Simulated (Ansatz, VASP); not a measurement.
# WSe2: VASP beside Ansatz

```
CELL_PARAMETERS angstrom
3.28549 0.00000 0.00000
-1.64275 2.84532 0.00000
0.00000 0.00000 24.23865
ATOMIC_POSITIONS crystal
Se 0.33333 0.66667 0.18565
Se 0.33333 0.66667 0.32466
Se 0.83333 0.00000 0.47772
Se 0.83333 0.00000 0.61673
W 0.66667 0.33333 0.25516
W 0.50000 0.33333 0.54722
```

Alike in both runs: task single point; functional PBE; dispersion D3(BJ); k mesh 9 × 9 × 1; occupations gaussian, width 0.05 eV; no spin polarisation.

|  | VASP | Ansatz |
| --- | --- | --- |
| version | VASP 6.6.1 | Ansatz 0.2.0 |
| potentials or method | VASP PAW PBE potentials, release 64 (Se, W_sv), cutoff 520 eV | scalar-relativistic, plane waves, PAW |
| valence electrons in the cell | 52 | 92 |

```csv
,VASP,Ansatz,Ansatz less VASP
gap on the k mesh at the Fermi level (eV),1.57,1.57,-0.001
least direct gap on the mesh (eV),1.66,1.66,+0.004
rms of the force components (eV/Å),0.044,0.027,-0.0166
```

VASP's potentials hold 52 valence electrons a cell and Ansatz's 92, so a difference there can come from the potentials and not from the codes.

Neither program's run includes spin-orbit coupling.
